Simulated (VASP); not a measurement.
# H4CO in VASP: a series of runs

H4CO is run at these levels: LDA; tasks: single point.

Program: VASP 6.6.1. These are calculated values, not measurements. Logs are shortened: lines on timing, memory, paths and dates and some standing lists are left out, and cuts for length are marked.

### 1 The cell of the first run

The cell holds an amorphous packing of atoms, 36 atoms: a = 7.126 Å, b = 7.126 Å, c = 7.126 Å, α = 90.00°, β = 90.00°, γ = 90.00°.

### 2 Single point, LDA

Contents of INCAR:

```
SYSTEM = H4CO
PREC = Accurate ; ENCUT = 520
EDIFF = 1E-7 ; ISMEAR = -1
SIGMA = 0.05 ; LREAL = Auto
LASPH = .True. ; NELM = 80
ALGO = Normal ; ISIF = 2
LWAVE = .False. ; LCHARG = .False.
NBANDS = 66
```

Contents of KPOINTS:

```
Automatic mesh
0
Gamma
  1 1 1
  0 0 0
```

Contents of POSCAR:

```
H4CO
1.0
    7.1256230000      0.0000000000      0.0000000000
    0.0000000000      7.1256230000      0.0000000000
    0.0000000000      0.0000000000      7.1256230000
C O H
6 6 24
Direct
    0.6841647390     -0.0457784533      0.1581054737
    0.8048980419      0.5949514870      0.7725640270
    0.2984861815      0.6169004451      1.0205704119
    0.1171266007      0.7909624183      0.4678327776
    0.0470695685      0.3221613044      0.5300168140
    0.5120113708      1.0865435906      0.7116851397
    0.7712167764      0.0337514348      0.3221893721
    0.7294239395      0.7173688532      0.6383862857
    0.3271433249      0.4075292785      1.0131324658
    0.0728497705      0.8327131536      0.6638016072
    0.0914586696      0.1982423151      0.3618069606
    0.4044277953      0.9273575097      0.7092713156
    0.5642875016      0.0181738495      0.1046364648
    0.8907010657      0.1036260268      0.3009280732
    0.7862330073     -0.0324322519      0.0413016518
    0.6565461013     -0.1949864594      0.1775844723
    0.9666803871      0.5692133867      0.7410860777
    0.6137007248      0.7551059044      0.6830841317
    0.8214579974      0.6884871681      0.8953462736
    0.7218877563      0.4708079560      0.7627964600
    0.4182090464      0.6870276466      0.9897801217
    0.4451259911      0.3494571633      1.0449472278
    0.2163600292      0.6419929878      0.8940691923
    0.2257206142      0.6528832637      1.1495556248
    0.1381773916      0.9174776718      0.3833489366
   -0.0623384089      0.8878381582      0.6548059026
    0.2532129471      0.7092432479      0.4795931528
    0.0107780050      0.7069136271      0.3865626907
    0.0928199541      0.4629630279      0.4758040104
    0.1341496736      0.2680607717      0.2554583648
   -0.1006227806      0.3574564638      0.5390125186
    0.1120744109      0.2334813391      0.6423017328
    0.5314202000      1.1640947044      0.5741392718
    0.2632752252      0.9388793092      0.7084012163
    0.4330007355      1.1959235003      0.7963233531
    0.6559847469      1.0530307315      0.7512886943
```

Potentials or basis: VASP PAW LDA potentials, release 64 (C, O, H).

Run with:

```console
cat potpaw_LDA.64/C/POTCAR potpaw_LDA.64/O/POTCAR potpaw_LDA.64/H/POTCAR > POTCAR
mpirun -np 1 vasp_gam > vasp.out
```

OUTCAR:

```text
SYSTEM = H4CO
   PREC = Accurate
   ENCUT = 520
   EDIFF = 1E-7
   ISMEAR = -1
   LREAL = Auto
   LASPH = .True.
   NELM = 80
   ISIF = 2

 ion  position               nearest neighbor table
   1  0.684  0.954  0.158-  13 1.04  16 1.09  15 1.11   7 1.44
   2  0.805  0.595  0.773-  20 1.07  19 1.11  17 1.19   8 1.40
   3  0.298  0.617  0.021-  21 1.01  24 1.09  23 1.09   9 1.51
   4  0.117  0.791  0.468-  25 1.09  28 1.13  27 1.13  10 1.46
   5  0.047  0.322  0.530-  31 1.08  32 1.12  29 1.12  11 1.52
   6  0.512  0.087  0.712-  36 1.09  33 1.13  35 1.13  12 1.37
   7  0.771  0.034  0.322-  14 1.00   1 1.44
   8  0.729  0.717  0.638-  18 0.92   2 1.40
   9  0.327  0.408  0.013-  22 0.96   3 1.51
  10  0.073  0.833  0.664-  26 1.04   4 1.46
  11  0.091  0.198  0.362-  30 0.96   5 1.52
  12  0.404  0.927  0.709-  34 1.01   6 1.37
  13  0.564  0.018  0.105-   1 1.04
  14  0.891  0.104  0.301-   7 1.00
  15  0.786  0.968  0.041-   1 1.11
  16  0.657  0.805  0.178-   1 1.09
  17  0.967  0.569  0.741-   2 1.19
[... 17 lines left out ...]
  35  0.433  0.196  0.796-   6 1.13
  36  0.656  0.053  0.751-   6 1.09

  LATTYP: Found a simple cubic cell.
 ALAT       =     7.1256230000

  Lattice vectors:

 A1 = (   7.1256230000,   0.0000000000,   0.0000000000)
 A2 = (   0.0000000000,   7.1256230000,   0.0000000000)
 A3 = (   0.0000000000,   0.0000000000,   7.1256230000)

Analysis of symmetry for initial positions (statically):
=====================================================================
 Subroutine PRICEL returns:
 Original cell was already a primitive cell.

 Routine SETGRP: Setting up the symmetry group for a
 simple cubic supercell.

 Subroutine GETGRP returns: Found  1 space group operations
 (whereof  1 operations were pure point group operations)
 out of a pool of 48 trial point group operations.

The static configuration has the point symmetry C_1 .

Analysis of symmetry for dynamics (positions and initial velocities):
=====================================================================
 Subroutine PRICEL returns:
 Original cell was already a primitive cell.

 Routine SETGRP: Setting up the symmetry group for a
 simple cubic supercell.

 Subroutine GETGRP returns: Found  1 space group operations
 (whereof  1 operations were pure point group operations)
 out of a pool of 48 trial point group operations.

The dynamic configuration has the point symmetry C_1 .

[... 145 lines left out ...]
   NSW    =      0    number of steps for IOM
   IBRION =     -1    ionic relax: 0-MD 1-quasi-New 2-CG
   NFREE  =      0    steps in history (QN), initial steepest desc. (CG)
   ISIF   =      2    stress and relaxation
   ISYM   =      2    0-nonsym 1-usesym 2-fastsym
   POTIM  = 0.5000    time-step for ionic-motion
   TEBEG  =    0.0;   TEEND  =   0.0 temperature during run
   PSTRESS=    0.0 pullay stress
   NELECT =      84.0000    total number of electrons
   NUPDOWN=      -1.0000    fix difference up-down
   EMIN   =  10.00;   EMAX   =-10.00  energy-range for DOS
   EFERMI =   0.00;   METHOD = LEGACY
   ISMEAR =    -1;   SIGMA  =   0.05  broadening in eV -4-tet -1-fermi 0-gaus
   EFERMI_NEDOS =   21; number of points for ismear=-14 and -15
   IALGO  =     38    algorithm
   IMIX   =      4    mixing-type and parameters
     AMIX     =   0.40;   BMIX     =  1.00
     AMIX_MAG =   1.60;   BMIX_MAG =  1.00
  volume/ion in A,a.u.               =      10.05        67.82
  Fermi-wavevector in a.u.,A,eV,Ry     =   1.006186  1.901416 13.774687  1.012411
  Thomas-Fermi vector in A             =   2.138913
   LORBIT       =      0    0 simple, 1 ext, 2 COOP (PROOUT), +10 PAW based schemes
   GGA     = CA    functional components
   LHFCALC =     F    Hartree Fock is set to
   AEXX    =    0.0000 exact exchange contribution
   IVDW    =     0    specifies the selected vdW correction
   LEPSILON=     F    determine dielectric tensor
   LRPA    =     F    only Hartree local field effects (RPA)
 non-spin polarized calculation
  energy-cutoff  :      520.00
  volume of cell :      361.80
 maximum number of plane-waves:      4886
 NGX is ok and might be reduce to    54
   NGX = 27   NGY = 27   NGZ = 27

 number of electron      83.9999997 magnetization

 Free energy of the ion-electron system (eV)
  ---------------------------------------------------
  ext. energy  EPLUGINS =         0.00000000
  ---------------------------------------------------
  free energy    TOTEN  =      -190.42654067 eV

  energy without entropy =     -190.42654067  energy(sigma->0) =     -190.42654067

 E-fermi :  -1.2088     XC(G=0):  -7.2354

 val. band max:       -2.3962677505   @ k =   0.0000   0.0000   0.0000
 cond. band min:       1.5888556335   @ k =   0.0000   0.0000   0.0000
 fundamental gap:      3.9851233840
 Fermi energy:        -1.2087939505

 k-point     1 :       0.0000    0.0000    0.0000
  band No.  band energies     occupation
      1     -22.7276      2.00000
      2     -22.2194      2.00000
      3     -22.1443      2.00000
      4     -21.7146      2.00000
      5     -21.6462      2.00000
      6     -20.9992      2.00000
[... 46 lines left out ...]
     53       5.0235      0.00000
     54       5.2650      0.00000
 [bands above 54 left out]

------------------------ aborting loop because EDIFF is reached ----------------------------------------

  FORCE on cell =-STRESS in cart. coord.  units (eV):
  Direction    XX          YY          ZZ          XY          YZ          ZX
  --------------------------------------------------------------------------------------
  -------------------------------------------------------------------------------------
  Total        3.5176875     -0.1647986     -2.9805050      4.7639475     -2.0851859     -1.2366460
  in kB       15.5775559     -0.7297862    -13.1987228     21.0964326     -9.2339357     -5.4763030
  external PRESSURE =       0.5496823 kB  Pullay stress =       0.0000000 kB

 VOLUME and BASIS-vectors are now :
 -----------------------------------------------------------------------------
  energy-cutoff  :      520.00
  volume of cell :      361.80
      direct lattice vectors                 reciprocal lattice vectors
     7.125623000  0.000000000  0.000000000     0.140338606  0.000000000  0.000000000
     0.000000000  7.125623000  0.000000000     0.000000000  0.140338606  0.000000000
     0.000000000  0.000000000  7.125623000     0.000000000  0.000000000  0.140338606

 POSITION                                       TOTAL-FORCE (eV/Angst)
 -----------------------------------------------------------------------------------
      4.87510      6.79942      1.12660         3.597402     -0.130051      0.927965
      5.73540      4.23940      5.50500         2.820920      1.354723     -0.505666
      2.12690      4.39580      0.14658        -1.723183     -4.185901     -0.365036
      0.83460      5.63610      3.33360         0.927231     -1.205204      0.474693
      0.33540      2.29560      3.77670         1.245954     -0.676255     -3.137752
      3.64840      0.61668      5.07120        -1.028026      2.336537     -0.525585
[... 28 lines left out ...]
      3.08540      1.39608      5.67430         1.004676     -0.238115      0.248485
      4.67430      0.37788      5.35340         0.232013      0.062867      0.625716
 -----------------------------------------------------------------------------------
    total drift:                               -0.010189     -0.013791      0.012972

  FREE ENERGIE OF THE ION-ELECTRON SYSTEM (eV)
  ---------------------------------------------------
  free  energy   TOTEN  =      -190.4265406700 eV

  energy  without entropy=     -190.4265406699  energy(sigma->0) =     -190.42654067
```

OSZICAR:

```text
N       E                     dE             d eps       ncg     rms          rms(c)
DAV:   1     0.616750934118E+03    0.61675E+03   -0.43410E+04   132   0.116E+03
DAV:   2    -0.129585838482E+03   -0.74634E+03   -0.70869E+03   168   0.270E+02
DAV:   3    -0.207761409287E+03   -0.78176E+02   -0.77649E+02   160   0.940E+01
[... 11 lines left out ...]
DAV:  15    -0.190426535441E+03   -0.20603E-04   -0.31848E-05   160   0.250E-02    0.810E-03
DAV:  16    -0.190426539523E+03   -0.40822E-05   -0.11517E-05   160   0.139E-02    0.369E-03
DAV:  17    -0.190426540384E+03   -0.86054E-06   -0.13446E-06   160   0.577E-03    0.149E-03
DAV:  18    -0.190426540608E+03   -0.22454E-06   -0.30259E-07   136   0.245E-03    0.702E-04
DAV:  19    -0.190426540670E+03   -0.61743E-07   -0.65075E-08   120   0.106E-03
   1 F= -.19042654E+03 E0= -.19042654E+03  d E =-.120209E-09
```

Wall time 40 s (1 thread of Intel Xeon Platinum 8259CL at 2.50GHz (Skylake/Cascade Lake), shared host); peak memory 0.28 GiB.

What came out:

```
Free energy            : -190.4265 eV
Pressure               : 0.1 GPa
Largest force          : 4.541 eV/Å
Band gap on the k mesh : 3.99 eV
```

Forces in eV/Å, atoms in the order of the input:
```
C    3.597 -0.130  0.928
C    2.821  1.355 -0.506
C   -1.723 -4.186 -0.365
C    0.927 -1.205  0.475
C    1.246 -0.676 -3.138
C   -1.028  2.337 -0.526
O   -1.494 -0.414 -0.421
O    3.061 -0.544 -2.009
O   -1.737  1.183 -0.030
O   -1.550  1.385 -1.905
O   -1.299 -0.169  1.915
O    0.321 -1.431 -0.085
H   -2.172  1.362 -0.223
H    0.085 -0.147 -0.168
H    0.027 -0.273 -0.186
H   -0.093 -0.440  0.283
H   -2.250  0.018  0.038
H   -3.457  1.321  0.753
H   -0.472 -1.055  1.038
H   -0.475 -1.268  1.061
H    3.224  1.799 -0.064
H    0.845  0.629  0.377
H   -0.767  0.180 -0.049
H   -0.045  0.322  0.367
H    0.187  0.424  0.118
H    1.219 -0.988  0.204
H   -0.685  0.476 -0.322
H   -0.034  0.184  0.919
H    0.939 -0.425  1.278
H    0.643  1.021 -0.921
H   -0.896 -0.978  0.247
H   -0.276  1.316  0.103
H   -0.197 -0.752  0.019
H    0.273 -0.054 -0.080
H    1.005 -0.238  0.248
H    0.232  0.063  0.626
```

Stress tensor (GPa, compression positive):
```
 1.56  2.11 -0.55
 2.11 -0.07 -0.92
-0.55 -0.92 -1.32
```

Caveat: the k points lie up to 0.88 Å⁻¹ apart.

### 3 Single point, LDA

Contents of INCAR:

```
PREC     = Accurate       # precision mode
ENCUT    = 520            # plane-wave cutoff, eV
EDIFF    = 1E-7           # SCF threshold, eV
ISMEAR   = -1             # smearing method
SIGMA    = 0.05           # smearing width, eV
LREAL    = Auto         
LASPH    = True           # aspherical terms in the spheres
NELM     = 100            # most SCF steps
ALGO     = Normal         # electronic algorithm
ISIF     = 2              # what is computed and relaxed
LWAVE    = False          # write WAVECAR
LCHARG   = False          # write CHGCAR
NBANDS   = 66             # bands
```

Contents of KPOINTS:

```
regular mesh
0
Gamma
  1 1 1
```

Contents of POSCAR:

```
H4CO
1.0
    7.1256230000      0.0000000000      0.0000000000
    0.0000000000      7.1256230000      0.0000000000
    0.0000000000      0.0000000000      7.1256230000
C O H
6 6 24
Direct
    0.7273469281     -0.0752214929      0.1913797573
    0.7143656070      0.5789528859      0.7880293414
    0.2907956259      0.6284362785      1.0111677253
    0.0881326447      0.7434858678      0.3953338536
    0.0463117400      0.2980230641      0.5184529128
    0.4664153576      1.0865856922      0.7001493062
    0.7795949912      0.0839365204      0.3051241976
    0.7661926543      0.7184494605      0.6611071060
    0.2872450591      0.4555250818      1.1191442489
    0.0964687579      0.8471960978      0.5623648627
    0.1576984918      0.2312780230      0.3679678254
    0.4456733117      0.8928903480      0.7386722536
    0.6200580637     -0.0015998601      0.0895360307
    0.9052962808      0.1207052352      0.2621104148
    0.8387617476     -0.1205087611      0.0923147351
    0.6720254496     -0.1930497867      0.2724954716
    0.8246857854      0.5280661073      0.9000195492
    0.6672960385      0.8100063672      0.6780319419
    0.6213772466      0.6337831794      0.9121307709
    0.6357058183      0.4613210662      0.7214106051
    0.4007509238      0.7207790814      1.0294819134
    0.3463977816      0.3681362317      1.0309274010
    0.2473608273      0.6131674381      0.8604580961
    0.1628629525      0.7004019157      1.0571847542
    0.1113025486      0.8393932713      0.2787545735
   -0.0196053033      0.7987652448      0.6398037056
    0.2088098121      0.6396212654      0.3987581156
   -0.0454977761      0.6580757921      0.3989826574
    0.1329287278      0.3509026509      0.6386950306
    0.2048101619      0.3394510206      0.2971529647
   -0.0632506098      0.3832085980      0.4734182541
   -0.0193105922      0.1860188225      0.5904887194
    0.6112167315      1.1247718270      0.6942691186
    0.3152566449      0.8478276215      0.6922342089
    0.4108553035      1.1222878336      0.5567232507
    0.3883309572      1.1473663426      0.8103291460
```

Potentials or basis: VASP PAW LDA potentials, release 64 (C, O, H).

Run with:

```console
cat potpaw_LDA.64/C/POTCAR potpaw_LDA.64/O/POTCAR potpaw_LDA.64/H/POTCAR > POTCAR
mpirun -np 1 vasp_gam > vasp.out
```

Run time: 52 s. Hardware: 1 thread of Intel Xeon Platinum 8259CL at 2.50GHz (Skylake/Cascade Lake), shared host; peak memory 0.28 GiB.

It converged, with:

- Free energy: -191.3513 eV
- Pressure: -0.4 GPa
- Largest force: 4.355 eV/Å
- Band gap on the k mesh: 4.25 eV

Forces in eV/Å, atoms in the order of the input:
```
C   -1.045  2.790 -1.759
C   -0.307 -0.690  3.537
C   -4.117 -1.421  0.006
C    0.683 -1.269  1.022
C    2.568 -0.884  0.784
C   -1.009 -1.184 -1.793
O    0.362 -1.187 -0.187
O    1.292 -0.940  0.489
O    0.982  0.875 -1.763
O   -0.944 -0.312  1.850
O   -0.826 -0.649  0.711
O   -0.304 -1.080 -0.600
H    0.426 -1.631  0.881
H    0.355  0.209  0.493
H    0.141 -0.147  0.446
H   -0.180 -0.069  0.187
H   -0.187  0.168 -2.120
H   -1.415  1.120 -0.212
H    0.266 -0.054 -1.790
H    0.448  0.094  0.147
H    2.314  1.203  0.389
H    0.058 -0.516  0.476
H    0.788 -0.557  0.187
H   -0.018  0.409  0.364
H   -0.359  0.171 -0.453
H    0.901  0.697 -0.879
H   -0.533  0.305 -0.333
H    0.550  0.608 -0.637
H   -0.002  0.763 -0.541
H    0.151  0.392 -0.426
H   -1.477  1.828 -0.557
H   -0.730 -1.752  0.163
H    1.183  0.232  0.372
H    0.859  0.672 -0.125
H   -0.188  0.051  0.590
H   -0.687  1.754  1.081
```

Stress tensor (GPa, compression positive):
```
-0.33 -0.75 -0.61
-0.75  1.84  0.98
-0.61  0.98 -2.61
```

Levels at points of the mesh, in eV from the valence-band top:
| k point | band 39 | band 40 | band 41 | band 42 | band 43 | band 44 | band 45 | band 46 |
| --- | --- | --- | --- | --- | --- | --- | --- | --- |
| (0.00, 0.00, 0.00) | -0.65 | -0.27 | -0.21 | 0.00 | 4.25 | 5.06 | 5.80 | 6.07 |

Caveat: the k points lie up to 0.88 Å⁻¹ apart.

(Part 1 of 2 ends here.)
